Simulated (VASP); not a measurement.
# CdF2 (P6_3mc) in VASP: density of states with PBE+D3(BJ)

Aim: the density of states of CdF2 with PBE+D3(BJ).

Program: VASP 6.6.1. These are calculated values, not measurements. Logs are shortened: lines on timing, memory, paths and dates and some standing lists are left out, and cuts for length are marked.

## 1. The cell of the first run

It takes space group P6_3mc (No. 186, hexagonal). Conventional cell: a = 3.661 Å, b = 3.661 Å, c = 7.133 Å, α = 90.00°, β = 90.00°, γ = 120.00°. Within 3.0 Å of Cd (site symmetry 3m) lie 7 F at 2.26 to 2.56 Å. F (site symmetry 3m) has 3 Cd at 2.26 Å and 6 F at 2.76 to 2.77 Å within 3.0 Å. F (site symmetry 3m) has 4 Cd at 2.34 to 2.56 Å and 6 F at 2.76 to 2.77 Å within 3.1 Å.

## 2. Density of states, PBE+D3(BJ)

POSCAR

```
CdF2
1.0
    3.6609348849      0.0000000000      0.0000000000
   -1.8304674424      3.1704626119      0.0000000000
    0.0000000000      0.0000000000      7.1332805811
Cd F
2 4
Direct
    0.6666666667      0.3333333333      0.6652754381
    0.3333333333      0.6666666667      0.1652754381
    0.0000000000      0.0000000000      0.7761131380
    0.3333333333      0.6666666667      0.5248404040
    0.6666666667      0.3333333333      0.0248404040
    0.0000000000      0.0000000000      0.2761131380
```

INCAR.step1

```
PREC = Accurate
ENCUT = 520
EDIFF = 1E-6
ISMEAR = 0
SIGMA = 0.02
LREAL = F
LASPH = T
NELM = 80
ALGO = Normal
ISIF = 2
LWAVE = F
LCHARG = T
GGA = PE
IVDW = 12
NBANDS = 35
```

KPOINTS.step1

```
regular mesh
0
Gamma
  6 6 4
```

INCAR.step2

```
PREC = Accurate
ENCUT = 520
EDIFF = 1E-6
ISMEAR = -5
SIGMA = 0.02
LREAL = F
LASPH = T
NELM = 80
ALGO = Normal
ISIF = 2
LWAVE = F
LCHARG = F
GGA = PE
IVDW = 12
LORBIT = 11
NEDOS = 2001
ICHARG = 11
```

KPOINTS.step2

```
regular mesh
0
Gamma
  9 9 6
```

Potentials or basis: VASP PAW PBE potentials, release 64 (Cd, F).

Command:

```console
$ cat potpaw_PBE.64/Cd/POTCAR potpaw_PBE.64/F/POTCAR > POTCAR
$ cp INCAR.step1 INCAR
$ cp KPOINTS.step1 KPOINTS
$ mpirun -np 1 vasp_std > vasp.out
$ cp INCAR.step2 INCAR
$ cp KPOINTS.step2 KPOINTS
$ mpirun -np 1 vasp_std > vasp.out
```

OUTCAR:

```text
PREC = Accurate
   ENCUT = 520
   EDIFF = 1E-6
   ISMEAR = -5
   LREAL = F
   LASPH = T
   NELM = 80
   ISIF = 2
   GGA = PE
   IVDW = 12
   LORBIT = 11
   ICHARG = 11
 IVDW          = 12

 ion  position               nearest neighbor table
   1  0.667  0.333  0.665-   3 2.26   3 2.26   3 2.26   4 2.34   4 2.34   4 2.34   5 2.56
   2  0.333  0.667  0.165-   6 2.26   6 2.26   6 2.26   5 2.34   5 2.34   5 2.34   4 2.56
   3  0.000  0.000  0.776-   1 2.26   1 2.26   1 2.26
   4  0.333  0.667  0.525-   1 2.34   1 2.34   1 2.34   2 2.56
   5  0.667  0.333  0.025-   2 2.34   2 2.34   2 2.34   1 2.56
   6  0.000  0.000  0.276-   2 2.26   2 2.26   2 2.26

  LATTYP: Found a hexagonal cell.
 ALAT       =     3.6609348849
 C/A-ratio  =     1.9484860576

  Lattice vectors:

 A1 = (   3.6609348849,   0.0000000000,   0.0000000000)
 A2 = (  -1.8304674424,   3.1704626119,   0.0000000000)
 A3 = (   0.0000000000,   0.0000000000,   7.1332805811)

Analysis of symmetry for initial positions (statically):
=====================================================================
 Subroutine PRICEL returns:
 Original cell was already a primitive cell.

 Routine SETGRP: Setting up the symmetry group for a
 hexagonal supercell.

 Subroutine GETGRP returns: Found 12 space group operations
 (whereof  6 operations were pure point group operations)
 out of a pool of 24 trial point group operations.

The static configuration has the point symmetry C_3v.
 The point group associated with its full space group is C_6v.

Analysis of symmetry for dynamics (positions and initial velocities):
=====================================================================
 Subroutine PRICEL returns:
 Original cell was already a primitive cell.

 Routine SETGRP: Setting up the symmetry group for a
 hexagonal supercell.

 Subroutine GETGRP returns: Found 12 space group operations
 (whereof  6 operations were pure point group operations)
 out of a pool of 24 trial point group operations.

The dynamic configuration has the point symmetry C_3v.
 The point group associated with its full space group is C_6v.

 Subroutine INISYM returns: Found 12 space group operations
 (whereof  6 operations are pure point group operations),
 and found     1 'primitive' translations

----------------------------------------------------------------------------------------

                                     Primitive cell

  volume of cell :      82.7950

  direct lattice vectors                    reciprocal lattice vectors
     3.660934885  0.000000000  0.000000000     0.273154271  0.157705692  0.000000000
    -1.830467442  3.170462612  0.000000000     0.000000000  0.315411384  0.000000000
     0.000000000  0.000000000  7.133280581     0.000000000  0.000000000  0.140187953

  length of vectors
     3.660934885  3.660934885  7.133280581     0.315411384  0.315411384  0.140187953

  position of ions in fractional coordinates (direct lattice)
     0.666666667  0.333333333  0.665275438
     0.333333333  0.666666667  0.165275438
     0.000000000  0.000000000  0.776113138
     0.333333333  0.666666667  0.524840404
     0.666666667  0.333333333  0.024840404
     0.000000000  0.000000000  0.276113138

  ion indices of the primitive-cell ions
   primitive index   ion index
                 1           1
                 2           2
                 3           3
                 4           4
                 5           5
                 6           6

----------------------------------------------------------------------------------------

 KPOINTS: regular mesh

Automatic generation of k-mesh.
 Grid dimensions read from file:
 generate k-points for:    9    9    6

 Generating k-lattice:

  Cartesian coordinates                     Fractional coordinates (reciprocal lattice)
     0.030350475  0.017522855  0.000000000     0.111111111  0.000000000  0.000000000
     0.000000000  0.035045709  0.000000000     0.000000000  0.111111111  0.000000000
     0.000000000  0.000000000  0.023364659     0.000000000  0.000000000  0.166666667

  Length of vectors
     0.035045709  0.035045709  0.023364659

  Shift w.r.t. Gamma in fractional coordinates (k-lattice)
     0.000000000  0.000000000  0.000000000

 TETIRR: Found    492 inequivalent tetrahedra from     2916

 Subroutine IBZKPT returns following result:
 ===========================================

 Found     48 irreducible k-points:

 Following reciprocal coordinates:
            Coordinates               Weight
  0.000000  0.000000  0.000000      1.000000
  0.111111  0.000000  0.000000      6.000000
  0.222222  0.000000  0.000000      6.000000
  0.333333  0.000000  0.000000      6.000000
  0.444444  0.000000  0.000000      6.000000
  0.111111  0.111111  0.000000      6.000000
[... 16 lines left out ...]
  0.333333  0.222222  0.166667     24.000000
  0.333333  0.333333  0.166667      4.000000
 [... further k-points ...]
   k-points           NKPTS =     48   k-points in BZ     NKDIM =     48   number of bands    NBANDS=     31
   number of dos      NEDOS =   2001   number of ions     NIONS =      6
   total plane-waves  NPLWV =  42336
   dimension x,y,z NGX =    28 NGY =   28 NGZ =   54
   dimension x,y,z NGXF=    56 NGYF=   56 NGZF=  108
   ions per type =               2   4
   NGX,Y,Z   is equivalent  to a cutoff of  12.72, 12.72, 12.59 a.u.
   NGXF,Y,Z  is equivalent  to a cutoff of  25.43, 25.43, 25.17 a.u.
 SYSTEM =  unknown system
   PREC   = accura    normal or accurate (medium, high low for compatibility)
   ISTART =      0    job   : 0-new  1-cont  2-samecut
   ICHARG =     11    charge: 1-file 2-atom 10-const
   ISPIN  =      1    spin polarized calculation?
   LNONCOLLINEAR =      F non collinear calculations
   LSORBIT =      F    spin-orbit coupling
   LASPH  =      T    aspherical Exc in radial PAW
   ENCUT  =  520.0 eV  38.22 Ry    6.18 a.u.   6.81  6.81 13.26*2*pi/ulx,y,z
   NELM   =     80;   NELMIN=  2; NELMDL=  0     # of ELM steps
   EDIFF  = 0.1E-05   stopping-criterion for ELM
   LREAL  =      F    real-space projection
   EDIFFG = 0.1E-04   stopping-criterion for IOM
   NSW    =      0    number of steps for IOM
   IBRION =     -1    ionic relax: 0-MD 1-quasi-New 2-CG
   NFREE  =      0    steps in history (QN), initial steepest desc. (CG)
   ISIF   =      2    stress and relaxation
   ISYM   =      2    0-nonsym 1-usesym 2-fastsym
   POTIM  = 0.5000    time-step for ionic-motion
   TEBEG  =    0.0;   TEEND  =   0.0 temperature during run
   PSTRESS=    0.0 pullay stress
   NELECT =      52.0000    total number of electrons
   NUPDOWN=      -1.0000    fix difference up-down
   EMIN   =  10.00;   EMAX   =-10.00  energy-range for DOS
   EFERMI =   0.00;   METHOD = LEGACY
   ISMEAR =    -5;   SIGMA  =   0.02  broadening in eV -4-tet -1-fermi 0-gaus
   EFERMI_NEDOS =   21; number of points for ismear=-14 and -15
   IALGO  =     38    algorithm
   IMIX   =      4    mixing-type and parameters
     AMIX     =   0.40;   BMIX     =  1.00
     AMIX_MAG =   1.60;   BMIX_MAG =  1.00
  volume/ion in A,a.u.               =      13.80        93.12
  Fermi-wavevector in a.u.,A,eV,Ry     =   1.401978  2.649355 26.742839  1.965543
  Thomas-Fermi vector in A             =   2.524786
   LORBIT       =     11    0 simple, 1 ext, 2 COOP (PROOUT), +10 PAW based schemes
   GGA     = PE    functional components
   LHFCALC =     F    Hartree Fock is set to
   AEXX    =    0.0000 exact exchange contribution
   IVDW    =    12    specifies the selected vdW correction
   LEPSILON=     F    determine dielectric tensor
   LRPA    =     F    only Hartree local field effects (RPA)
 non-spin polarized calculation
 Fermi weights with tetrahedron method with Bloechl corrections
  energy-cutoff  :      520.00
  volume of cell :       82.79
 maximum number of plane-waves:      2256
 NGX is ok and might be reduce to    28

 number of electron      51.9999996 magnetization

 Free energy of the ion-electron system (eV)
  ---------------------------------------------------
  ext. energy  EPLUGINS =         0.00000000
  ---------------------------------------------------
  free energy    TOTEN  =       -21.40771255 eV

  energy without entropy =      -21.40771255  energy(sigma->0) =      -21.40771255

 E-fermi :  -1.6753     XC(G=0): -10.1326

 val. band max:       -1.6852714516   @ k =   0.4444   0.0000   0.0000
 cond. band min:       1.1340560988   @ k =   0.0000   0.0000   0.0000
 fundamental gap:      2.8193275505
 Fermi energy:        -1.6753102042

 k-point     1 :       0.0000    0.0000    0.0000
  band No.  band energies     occupation
      1     -22.2485      2.00000
      2     -21.8648      2.00000
      3     -21.7127      2.00000
      4     -21.3468      2.00000
      5      -7.3128      2.00000
      6      -7.3128      2.00000
[... 23 lines left out ...]
     30       9.2159      0.00000
     31      12.0606      0.00000

 k-point     2 :       0.1111    0.0000    0.0000
  band No.  band energies     occupation
      1     -22.2155      2.00000
      2     -21.8503      2.00000
      3     -21.7155      2.00000
      4     -21.3722      2.00000
      5      -7.2615      2.00000
      6      -7.2298      2.00000
[... 23 lines left out ...]
     30       9.4416      0.00000
     31      11.4547      0.00000

 k-point     3 :       0.2222    0.0000    0.0000
  band No.  band energies     occupation
      1     -22.1249      2.00000
      2     -21.8142      2.00000
      3     -21.7221      2.00000
      4     -21.4424      2.00000
      5      -7.1357      2.00000
      6      -7.0576      2.00000
[... 703 lines left out ...]
     30       8.7263      0.00000
     31       9.5588      0.00000

 k-point    24 :       0.3333    0.3333    0.1667
  band No.  band energies     occupation
      1     -21.7810      2.00000
      2     -21.7553      2.00000
      3     -21.7190      2.00000
      4     -21.7190      2.00000
      5      -6.7854      2.00000
      6      -6.6863      2.00000
[... 23 lines left out ...]
     30       8.9302      0.00000
     31       9.3179      0.00000

 [... further k-points ...]

------------------------ aborting loop because EDIFF is reached ----------------------------------------

 Edisp (eV)   -0.95107

 E8    (eV) :    -0.3603

  FORCE on cell =-STRESS in cart. coord.  units (eV):
  Direction    XX          YY          ZZ          XY          YZ          ZX
  --------------------------------------------------------------------------------------
  -------------------------------------------------------------------------------------
  Total       0.46447     0.46447     0.07705     0.00000     0.00000     0.00000
  in kB       8.98810     8.98810     1.49107     0.00000     0.00000     0.00000
  external pressure =        6.49 kB  Pullay stress =        0.00 kB

 VOLUME and BASIS-vectors are now :
 -----------------------------------------------------------------------------
  energy-cutoff  :      520.00
  volume of cell :       82.79
      direct lattice vectors                 reciprocal lattice vectors
     3.660934885  0.000000000  0.000000000     0.273154271  0.157705692  0.000000000
    -1.830467442  3.170462612  0.000000000     0.000000000  0.315411384  0.000000000
     0.000000000  0.000000000  7.133280581     0.000000000  0.000000000  0.140187953

 POSITION                                       TOTAL-FORCE (eV/Angst)
 -----------------------------------------------------------------------------------
      1.83047      1.05682      4.74560        -0.000000      0.000000     -0.023455
     -0.00000      2.11364      1.17896         0.000000     -0.000000     -0.023455
      0.00000      0.00000      5.53623         0.000000      0.000000      0.059316
     -0.00000      2.11364      3.74383        -0.000000      0.000000     -0.035861
      1.83047      1.05682      0.17719         0.000000     -0.000000     -0.035861
      0.00000      0.00000      1.96959         0.000000      0.000000      0.059316
 -----------------------------------------------------------------------------------
    total drift:                               -0.000001     -0.000000     -0.001583

  FREE ENERGIE OF THE ION-ELECTRON SYSTEM (eV)
  ---------------------------------------------------
  free  energy   TOTEN  =       -22.3587861356 eV

  energy  without entropy=      -22.3587861356  energy(sigma->0) =      -22.35878614

 total charge

# of ion       s       p       d       tot
------------------------------------------
    1        0.242   0.192   9.679  10.113
    2        0.242   0.192   9.679  10.113
    3        1.740   4.335   0.000   6.075
    4        1.739   4.323   0.000   6.063
    5        1.739   4.323   0.000   6.063
    6        1.740   4.335   0.000   6.075
--------------------------------------------------
tot          7.443  17.701  19.358  44.501
```

Wall time 1.7 min (1 thread of Intel Xeon Platinum 8375C at 2.90GHz (Ice Lake), shared host); peak memory 0.25 GiB.

What came out:

```yaml
Valence_electrons_inside_the_program's_atomic_spheres: Cd 10.11; F 6.08, 6.06
Dispersion_energy_per_atom: -0.159 eV
```
